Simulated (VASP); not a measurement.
Runs of VASP 6.6.1 on LiH. The structure is that of space group P6_3/mmc (No. 194), or close to it. The cells are those of the table. 

| level | cell | smearing | gap on the mesh (eV) |
| --- | --- | --- | --- |
| PBE | a = 3.093, b = 3.216, c = 4.068 Å, angles 90.0, 90.0, 118.7°, 4 atoms | fermi-dirac 0.02 eV | 1.94 |
| r2SCAN | a = 3.093, b = 3.216, c = 4.068 Å, angles 90.0, 90.0, 118.7°, 4 atoms | gaussian 0.01 eV | 2.42 |
| PBE | a = 3.081, b = 3.081, c = 4.068 Å, angles 90.0, 90.0, 120.0°, 4 atoms | fermi-dirac 0.02 eV | (a) |
| r2SCAN | a = 3.081, b = 3.081, c = 4.068 Å, angles 90.0, 90.0, 120.0°, 4 atoms | gaussian 0.01 eV | 2.55 |

Alike in all rows: task single point; potentials or basis VASP PAW PBE potentials, release 64 (Li_sv, H); no spin polarisation; k mesh 12 × 12 × 6; cutoff (eV) 520.

Fill in the values left out.

(a) 2.04.

A k mesh can miss the band edges.
